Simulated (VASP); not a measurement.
Ti: relaxation of cell and atoms with LDA

Crystal: Ti.

```
CELL_PARAMETERS angstrom
2.86704 0.00000 0.00000
-1.43352 2.48293 0.00000
0.00000 0.00000 4.51987
ATOMIC_POSITIONS crystal
Ti 0.33333 0.66667 0.25000
Ti 0.66667 0.33333 0.75000
```

```
Program                : VASP 6.6.1
Task                   : relaxation of cell and atoms
Functional             : LDA
Potentials or basis    : VASP PAW LDA potentials, release 64 (Ti_sv)
Cutoff                 : 600 eV
k mesh                 : 15 × 15 × 8
Occupations            : gaussian, width 0.1 eV
Spin                   : no spin polarisation
Dipole correction      : no
Further INCAR settings : ALGO = Normal; EDIFF = 1e-06; IBRION = 2; EDIFFG = -0.002; NSW = 100; ISIF = 3
```

```json
{
 "Relaxed volume": "16.08 Å³/atom",
 "Relaxed cell": "a = 2.864 Å, b = 2.864 Å, c = 4.527 Å, α = 90.00°, β = 90.00°, γ = 120.00°",
 "Space group after relaxing (to 0.1 Å)": "P6_3/mmc (No. 194)",
 "Energy gained by relaxing": "0.0 meV/atom",
 "Ionic steps": "17",
 "Pressure after relaxing": "0.0 GPa",
 "Band gap on the k mesh": "zero (bands 12 and 13 overlap by 1.08 eV)"
}
```

Final structure:
```cif
data_structure
_symmetry_space_group_name_H-M 'P 1'
_symmetry_Int_Tables_number 1
_cell_length_a 2.8642
_cell_length_b 2.8642
_cell_length_c 4.5269
_cell_angle_alpha 90.000
_cell_angle_beta 90.000
_cell_angle_gamma 120.000
_cell_volume 32.16
loop_
_atom_site_label
_atom_site_type_symbol
_atom_site_fract_x
_atom_site_fract_y
_atom_site_fract_z
_atom_site_occupancy
Ti1 Ti 0.33333 0.66667 0.25000 1
Ti2 Ti 0.66667 0.33333 0.75000 1
```

Levels at points of the mesh, in eV from the Fermi level:
| k point | band 8 | band 9 | band 10 | band 11 | band 12 | band 13 | band 14 | band 15 | band 16 |
| --- | --- | --- | --- | --- | --- | --- | --- | --- | --- |
| (0.00, 0.00, 0.00) | -32.17 | -6.31 | -2.89 | 0.77 | 0.77 | 0.92 | 1.12 | 1.33 | 1.33 |
| (0.00, 0.00, 0.50) | -32.24 | -4.34 | -4.34 | 0.08 | 0.08 | 0.66 | 0.66 | 0.66 | 0.66 |

It took 8.1 min on 1 thread of Intel Xeon 8259CL, on a shared host, peak memory 0.2 GiB.
